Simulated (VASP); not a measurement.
# SnO in VASP: further runs

SnO is run at these levels: PBE+D3(BJ); tasks: single point.

Everything below comes from runs of VASP 6.6.1. Logs are shortened: lines on timing, memory, paths and dates and some standing lists are left out, and cuts for length are marked.

### Step 1. The cell of the first run

The cell holds a slab with vacuum, 8 atoms: a = 3.820 Å, b = 3.820 Å, c = 22.226 Å, α = 90.00°, β = 90.00°, γ = 90.00°.

### Step 2. Single point, PBE+D3(BJ)

File INCAR:

```
SYSTEM = SnO
PREC = Accurate
ENCUT = 520
EDIFF = 1E-6
ISMEAR = 0
SIGMA = 0.05
LREAL = .False.
LASPH = .True.
NELM = 100
ALGO = Normal
ISIF = 2
LWAVE = .False.
LCHARG = .False.
LDIPOL = .True.
IDIPOL = 3
DIPOL = 0.5 0.5 0.408
GGA = PE
IVDW = 12
NBANDS = 50
```

File KPOINTS:

```
Automatic mesh
0
Gamma
  7 7 1
  0 0 0
```

File POSCAR:

```
SnO
1.0
    3.8201636883      0.0000000000      0.0000000000
    0.0000000000      3.8201636883      0.0000000000
    0.0000000000      0.0000000000     22.2260802162
Sn O
4 4
Direct
    0.7500000000      0.2500000000      0.2024648501
    0.2500000000      0.7500000000      0.3087831971
    0.2500000000      1.0000000000      0.5067488283
    0.7500000000      0.5000000000      0.6130671753
    0.2500000000      0.2500000000      0.2556240236
    0.7500000000      0.7500000000      0.2556240236
    0.7500000000      1.0000000000      0.5599080018
    0.2500000000      0.5000000000      0.5599080018
```

Potentials or basis: VASP PAW PBE potentials, release 64 (Sn_d, O).

Run with:

```sh
$ cat potpaw_PBE.64/Sn_d/POTCAR potpaw_PBE.64/O/POTCAR > POTCAR
$ mpirun -np 1 vasp_std > vasp.out
```

OUTCAR:

```text
SYSTEM = SnO
   PREC = Accurate
   ENCUT = 520
   EDIFF = 1E-6
   ISMEAR = 0
   LREAL = .False.
   LASPH = .True.
   NELM = 100
   ISIF = 2
   GGA = PE
   IVDW = 12
 IVDW          = 12

 ion  position               nearest neighbor table
   1  0.750  0.250  0.202-   5 2.25   6 2.25   6 2.25   5 2.25   2 3.59   2 3.59   2 3.59   2 3.59

   2  0.250  0.750  0.309-   5 2.25   6 2.25   5 2.25   6 2.25   1 3.59   1 3.59   1 3.59   1 3.59

   3  0.250  0.000  0.507-   7 2.25   8 2.25   8 2.25   7 2.25   4 3.59   4 3.59   4 3.59   4 3.59

   4  0.750  0.500  0.613-   7 2.25   8 2.25   7 2.25   8 2.25   3 3.59   3 3.59   3 3.59   3 3.59

   5  0.250  0.250  0.256-   1 2.25   2 2.25   2 2.25   1 2.25
   6  0.750  0.750  0.256-   1 2.25   2 2.25   1 2.25   2 2.25
   7  0.750  0.000  0.560-   3 2.25   3 2.25   4 2.25   4 2.25
   8  0.250  0.500  0.560-   3 2.25   3 2.25   4 2.25   4 2.25

  LATTYP: Found a simple tetragonal cell.
 ALAT       =     3.8201636883
 C/A-ratio  =     5.8180962989

  Lattice vectors:

 A1 = (   3.8201636883,   0.0000000000,   0.0000000000)
 A2 = (   0.0000000000,   3.8201636883,   0.0000000000)
 A3 = (   0.0000000000,   0.0000000000,  22.2260802162)

Analysis of symmetry for initial positions (statically):
=====================================================================
 Subroutine PRICEL returns:
 Original cell was already a primitive cell.

 Routine SETGRP: Setting up the symmetry group for a
 simple tetragonal supercell.

 Subroutine GETGRP returns: Found  4 space group operations
 (whereof  1 operations were pure point group operations)
 out of a pool of 16 trial point group operations.

The static configuration has the point symmetry C_1 .
 The point group associated with its full space group is C_2h.

Analysis of symmetry for dynamics (positions and initial velocities):
=====================================================================
 Subroutine PRICEL returns:
 Original cell was already a primitive cell.

 Routine SETGRP: Setting up the symmetry group for a
 simple tetragonal supercell.

 Subroutine GETGRP returns: Found  4 space group operations
 (whereof  1 operations were pure point group operations)
 out of a pool of 16 trial point group operations.

The dynamic configuration has the point symmetry C_1 .
 The point group associated with its full space group is C_2h.

 Subroutine INISYM returns: Found  4 space group operations
 (whereof  1 operations are pure point group operations),
 and found     1 'primitive' translations

----------------------------------------------------------------------------------------

                                     Primitive cell

  volume of cell :     324.3596

  direct lattice vectors                    reciprocal lattice vectors
     3.820163688  0.000000000  0.000000000     0.261768888  0.000000000  0.000000000
     0.000000000  3.820163688  0.000000000     0.000000000  0.261768888  0.000000000
     0.000000000  0.000000000 22.226080216     0.000000000  0.000000000  0.044992189

  length of vectors
     3.820163688  3.820163688 22.226080216     0.261768888  0.261768888  0.044992189

  position of ions in fractional coordinates (direct lattice)
     0.750000000  0.250000000  0.202464850
     0.250000000  0.750000000  0.308783197
     0.250000000  0.000000000  0.506748828
     0.750000000  0.500000000  0.613067175
     0.250000000  0.250000000  0.255624024
     0.750000000  0.750000000  0.255624024
     0.750000000  0.000000000  0.559908002
     0.250000000  0.500000000  0.559908002

  ion indices of the primitive-cell ions
   primitive index   ion index
                 1           1
                 2           2
                 3           3
                 4           4
                 5           5
                 6           6
                 7           7
                 8           8

----------------------------------------------------------------------------------------

 KPOINTS: Automatic mesh

Automatic generation of k-mesh.
 Grid dimensions read from file:
 generate k-points for:    7    7    1

 Generating k-lattice:

  Cartesian coordinates                     Fractional coordinates (reciprocal lattice)
     0.037395555  0.000000000  0.000000000     0.142857143  0.000000000  0.000000000
     0.000000000  0.037395555  0.000000000     0.000000000  0.142857143  0.000000000
     0.000000000  0.000000000  0.044992189     0.000000000  0.000000000  1.000000000

  Length of vectors
     0.037395555  0.037395555  0.044992189

  Shift w.r.t. Gamma in fractional coordinates (k-lattice)
     0.000000000  0.000000000  0.000000000

 Subroutine IBZKPT returns following result:
 ===========================================

 Found     16 irreducible k-points:

 Following reciprocal coordinates:
            Coordinates               Weight
  0.000000  0.000000  0.000000      1.000000
  0.142857  0.000000  0.000000      2.000000
  0.000000  0.142857  0.000000      2.000000
  0.285714  0.000000  0.000000      2.000000
  0.000000  0.285714  0.000000      2.000000
  0.428571  0.000000  0.000000      2.000000
[... 8 lines left out ...]
 -0.285714  0.428571  0.000000      4.000000
  0.428571  0.428571  0.000000      4.000000
   k-points           NKPTS =     16   k-points in BZ     NKDIM =     16   number of bands    NBANDS=     50
   number of dos      NEDOS =    301   number of ions     NIONS =      8
   total plane-waves  NPLWV = 131712
   dimension x,y,z NGX =    28 NGY =   28 NGZ =  168
   dimension x,y,z NGXF=    56 NGYF=   56 NGZF=  336
   ions per type =               4   4
   NGX,Y,Z   is equivalent  to a cutoff of  12.19, 12.19, 12.57 a.u.
   NGXF,Y,Z  is equivalent  to a cutoff of  24.37, 24.37, 25.13 a.u.
 SYSTEM =  SnO
   PREC   = accura    normal or accurate (medium, high low for compatibility)
   ISTART =      0    job   : 0-new  1-cont  2-samecut
   ICHARG =      2    charge: 1-file 2-atom 10-const
   ISPIN  =      1    spin polarized calculation?
   LNONCOLLINEAR =      F non collinear calculations
   LSORBIT =      F    spin-orbit coupling
   LASPH  =      T    aspherical Exc in radial PAW
   ENCUT  =  520.0 eV  38.22 Ry    6.18 a.u.   7.10  7.10 41.33*2*pi/ulx,y,z
   NELM   =    100;   NELMIN=  2; NELMDL= -5     # of ELM steps
   EDIFF  = 0.1E-05   stopping-criterion for ELM
   LREAL  =      F    real-space projection
   EDIFFG = 0.1E-04   stopping-criterion for IOM
   NSW    =      0    number of steps for IOM
   IBRION =     -1    ionic relax: 0-MD 1-quasi-New 2-CG
   NFREE  =      0    steps in history (QN), initial steepest desc. (CG)
   ISIF   =      2    stress and relaxation
   ISYM   =      2    0-nonsym 1-usesym 2-fastsym
   POTIM  = 0.5000    time-step for ionic-motion
   TEBEG  =    0.0;   TEEND  =   0.0 temperature during run
   PSTRESS=    0.0 pullay stress
   NELECT =      80.0000    total number of electrons
   NUPDOWN=      -1.0000    fix difference up-down
   EMIN   =  10.00;   EMAX   =-10.00  energy-range for DOS
   EFERMI =   0.00;   METHOD = LEGACY
   ISMEAR =     0;   SIGMA  =   0.05  broadening in eV -4-tet -1-fermi 0-gaus
   EFERMI_NEDOS =   21; number of points for ismear=-14 and -15
   IALGO  =     38    algorithm
   IMIX   =      4    mixing-type and parameters
     AMIX     =   0.40;   BMIX     =  1.00
     AMIX_MAG =   1.60;   BMIX_MAG =  1.00
  volume/ion in A,a.u.               =      40.54       273.61
  Fermi-wavevector in a.u.,A,eV,Ry     =   1.026666  1.940118 14.341129  1.054043
  Thomas-Fermi vector in A             =   2.160571
   LORBIT       =      0    0 simple, 1 ext, 2 COOP (PROOUT), +10 PAW based schemes
   GGA     = PE    functional components
   LHFCALC =     F    Hartree Fock is set to
   AEXX    =    0.0000 exact exchange contribution
   IVDW    =    12    specifies the selected vdW correction
   LEPSILON=     F    determine dielectric tensor
   LRPA    =     F    only Hartree local field effects (RPA)
 non-spin polarized calculation
 Gauss-broadening in eV      SIGMA  =   0.05
  energy-cutoff  :      520.00
  volume of cell :      324.36
 maximum number of plane-waves:      8769
   NGX = 15   NGY = 15   NGZ = 83

 dipolmoment           0.000000      0.000000      0.000004 electrons x Angstroem

 number of electron      79.9999970 magnetization

 dipolmoment           0.000000      0.000000     -0.000000 electrons x Angstroem

 Free energy of the ion-electron system (eV)
  ---------------------------------------------------
  ext. energy  EPLUGINS =         0.00000000
  ---------------------------------------------------
  free energy    TOTEN  =       -45.15658577 eV

  energy without entropy =      -45.15658577  energy(sigma->0) =      -45.15658577

 E-fermi :   0.0613     XC(G=0):  -5.3382

 val. band max:       -0.2397594942   @ k =   0.1429   0.1429   0.0000
 cond. band min:       2.3309334969   @ k =   0.0000   0.0000   0.0000
 fundamental gap:      2.5706929911
 Fermi energy:         0.0613021328

 k-point     1 :       0.0000    0.0000    0.0000
  band No.  band energies     occupation
      1     -21.0484      2.00000
      2     -21.0484      2.00000
      3     -20.6878      2.00000
      4     -20.6877      2.00000
      5     -20.6502      2.00000
      6     -20.6499      2.00000
[... 42 lines left out ...]
     49       5.2158      0.00000
     50       5.2169      0.00000

 k-point     2 :       0.1429    0.0000    0.0000
  band No.  band energies     occupation
      1     -21.0395      2.00000
      2     -21.0395      2.00000
      3     -20.6884      2.00000
      4     -20.6884      2.00000
      5     -20.6517      2.00000
      6     -20.6517      2.00000
[... 734 lines left out ...]
 k-point    16 :       0.4286    0.4286    0.0000
  band No.  band energies     occupation
      1     -20.9894      2.00000
      2     -20.9892      2.00000
      3     -20.9754      2.00000
      4     -20.9753      2.00000
      5     -20.6548      2.00000
      6     -20.6547      2.00000
[... 42 lines left out ...]
     49       6.1311      0.00000
     50       6.1823      0.00000

------------------------ aborting loop because EDIFF is reached ----------------------------------------

 vacuum level on the upper side and lower side of the slab       (xc-potential included)        -0.169        -0.169

 Edisp (eV)   -1.22169

 E8    (eV) :    -0.5399

  FORCE on cell =-STRESS in cart. coord.  units (eV):
  Direction    XX          YY          ZZ          XY          YZ          ZX
  --------------------------------------------------------------------------------------
  -------------------------------------------------------------------------------------
  Total       0.18316     0.21058     0.08911     0.00000     0.16514     0.00000
  in kB       0.90473     1.04015     0.44016     0.00000     0.81571     0.00000
  external pressure =        0.80 kB  Pullay stress =        0.00 kB

 VOLUME and BASIS-vectors are now :
 -----------------------------------------------------------------------------
  energy-cutoff  :      520.00
  volume of cell :      324.36
      direct lattice vectors                 reciprocal lattice vectors
     3.820163688  0.000000000  0.000000000     0.261768888  0.000000000  0.000000000
     0.000000000  3.820163688  0.000000000     0.000000000  0.261768888  0.000000000
     0.000000000  0.000000000 22.226080216     0.000000000  0.000000000  0.044992189

 POSITION                                       TOTAL-FORCE (eV/Angst)
 -----------------------------------------------------------------------------------
      2.86512      0.95504      4.50000         0.000000     -0.003093     -0.085271
      0.95504      2.86512      6.86304         0.000000     -0.016565      0.112520
      0.95504      0.00000     11.26304         0.000000      0.016565     -0.112520
      2.86512      1.91008     13.62608         0.000000      0.003093      0.085271
      0.95504      0.95504      5.68152         0.000000     -0.015578      0.002625
      2.86512      2.86512      5.68152         0.000000      0.006077      0.002767
      2.86512      0.00000     12.44456         0.000000     -0.006077     -0.002767
      0.95504      1.91008     12.44456         0.000000      0.015578     -0.002625
 -----------------------------------------------------------------------------------
    total drift:                                0.000000     -0.000000     -0.000002

  FREE ENERGIE OF THE ION-ELECTRON SYSTEM (eV)
  ---------------------------------------------------
  free  energy   TOTEN  =       -46.3782767729 eV

  energy  without entropy=      -46.3782767729  energy(sigma->0) =      -46.37827677

 vacuum level on the upper side and lower side of the slab         4.797         4.797
```

Wall time 3.3 min (1 thread of Intel Xeon Platinum 8559C (Emerald Rapids), shared host); peak memory 0.44 GiB.

Results:

* Free energy: -46.3783 eV
* Largest force: 0.114 eV/Å
* Band gap on the k mesh: 2.57 eV, indirect (least direct gap 2.60 eV)
* Dispersion energy per atom: -0.153 eV

Forces on the atoms (eV/Å):
```
Sn   0.000 -0.003 -0.085
Sn   0.000 -0.017  0.113
Sn   0.000  0.017 -0.113
Sn   0.000  0.003  0.085
O    0.000 -0.016  0.003
O    0.000  0.006  0.003
O    0.000 -0.006 -0.003
O    0.000  0.016 -0.003
```

Caveat: spin-orbit coupling is left out, which moves the levels of the heavy elements.

### Step 3. Single point, PBE+D3(BJ)

File INCAR:

```
PREC = Accurate ; ENCUT = 520
EDIFF = 1E-7 ; ISMEAR = 0
SIGMA = 0.05 ; LREAL = F
LASPH = T ; NELM = 100
ALGO = Normal ; ISIF = 2
LWAVE = F ; LCHARG = F
LDIPOL = T ; IDIPOL = 3
DIPOL = 0.5 0.5 0.408 ; GGA = PE
IVDW = 12 ; NBANDS = 50
```

File KPOINTS:

```
Automatic mesh
0
Gamma
  7 7 1
```

File POSCAR:

```
SnO
1.0
    3.8201636883      0.0000000000      0.0000000000
    0.0000000000      3.8201636883      0.0000000000
    0.0000000000      0.0000000000     22.2260802162
Sn O
4 4
Direct
    0.7500000000      0.2500000000      0.2024648501
    0.2500000000      0.7500000000      0.3087831971
    0.2500000000      0.8750000000      0.5067488283
    0.7500000000      0.3750000000      0.6130671753
    0.2500000000      0.2500000000      0.2556240236
    0.7500000000      0.7500000000      0.2556240236
    0.7500000000      0.8750000000      0.5599080018
    0.2500000000      0.3750000000      0.5599080018
```

Potentials or basis: VASP PAW PBE potentials, release 64 (Sn_d, O).

Run with:

```sh
$ cat potpaw_PBE.64/Sn_d/POTCAR potpaw_PBE.64/O/POTCAR > POTCAR
$ mpirun -np 1 vasp_std > vasp.out
```

It took 4.8 min on 1 thread of Intel Xeon Platinum 8488C (Sapphire Rapids), shared host; peak memory 0.45 GiB.

The run converged. Its results:

```
Free energy                : -46.3656 eV
Largest force              : 0.086 eV/Å
Band gap on the k mesh     : 2.56 eV, indirect (least direct gap 2.59 eV)
Dispersion energy per atom : -0.153 eV
```

Forces in eV/Å, atoms in the order of the input:
```
Sn   0.000 -0.002 -0.086
Sn   0.000 -0.012  0.085
Sn   0.000  0.012 -0.085
Sn   0.000  0.002  0.086
O    0.000 -0.011  0.000
O    0.000  0.004  0.000
O    0.000 -0.004  0.000
O    0.000  0.011  0.000
```

Levels at points of the mesh, in eV from the valence-band top:
| k point | band 36 | band 37 | band 38 | band 39 | band 40 | band 41 | band 42 | band 43 | band 44 | band 45 |
| --- | --- | --- | --- | --- | --- | --- | --- | --- | --- | --- |
| (0.00, 0.00, 0.00) | -1.91 | -1.91 | -1.91 | -0.54 | -0.03 | 2.56 | 2.90 | 2.91 | 3.73 | 4.92 |

Caveat: spin-orbit coupling is left out, which moves the levels of the heavy elements.

### Step 4. Single point, PBE+D3(BJ)

File INCAR:

```
SYSTEM = SnO
ALGO = Normal
DIPOL = 0.5 0.5 0.408
EDIFF = 1E-6
ENCUT = 520
GGA = PE
IDIPOL = 3
ISIF = 2
ISMEAR = 0
IVDW = 12
LASPH = .TRUE.
LCHARG = .FALSE.
LDIPOL = .TRUE.
LREAL = .FALSE.
LWAVE = .FALSE.
NBANDS = 50
NELM = 60
PREC = Accurate
SIGMA = 0.05
```

File KPOINTS:

```
k-points
0
G
  7 7 1
  0 0 0
```

File POSCAR:

```
SnO
1.0
    3.8201636883      0.0000000000      0.0000000000
    0.0000000000      3.8201636883      0.0000000000
    0.0000000000      0.0000000000     22.2260802162
Sn O
4 4
Direct
    0.7500000000      0.2500000000      0.2024648501
    0.2500000000      0.7500000000      0.3087831971
    0.2500000000      1.1250000000      0.5067488283
    0.7500000000      0.6250000000      0.6130671753
    0.2500000000      0.2500000000      0.2556240236
    0.7500000000      0.7500000000      0.2556240236
    0.7500000000      1.1250000000      0.5599080018
    0.2500000000      0.6250000000      0.5599080018
```

Run with:

```sh
$ cat potpaw_PBE.64/Sn_d/POTCAR potpaw_PBE.64/O/POTCAR > POTCAR
$ mpirun -np 1 vasp_std > vasp.out
```

It took 4.9 min on 1 thread of Intel Xeon Platinum 8488C (Sapphire Rapids), shared host; peak memory 0.44 GiB.

The run converged. Its results:

```
Free energy                : -46.3906 eV
Largest force              : 0.139 eV/Å
Band gap on the k mesh     : 2.58 eV, indirect (least direct gap 2.61 eV)
Dispersion energy per atom : -0.153 eV
```

Forces in eV/Å, atoms in the order of the input:
```
Sn   0.000 -0.002 -0.084
Sn   0.000 -0.011  0.138
Sn   0.000  0.011 -0.138
Sn   0.000  0.002  0.084
O    0.000 -0.011  0.005
O    0.000  0.004  0.005
O    0.000 -0.004 -0.005
O    0.000  0.011 -0.005
```

Levels at points of the mesh, in eV from the valence-band top:
```tsv
k point	band 37	band 38	band 39	band 40	band 41	band 42	band 43	band 44
(0.00, 0.00, 0.00)	-1.89	-1.89	-0.51	-0.03	2.58	2.92	2.92	3.73
```

Caveat: spin-orbit coupling is left out, which moves the levels of the heavy elements.
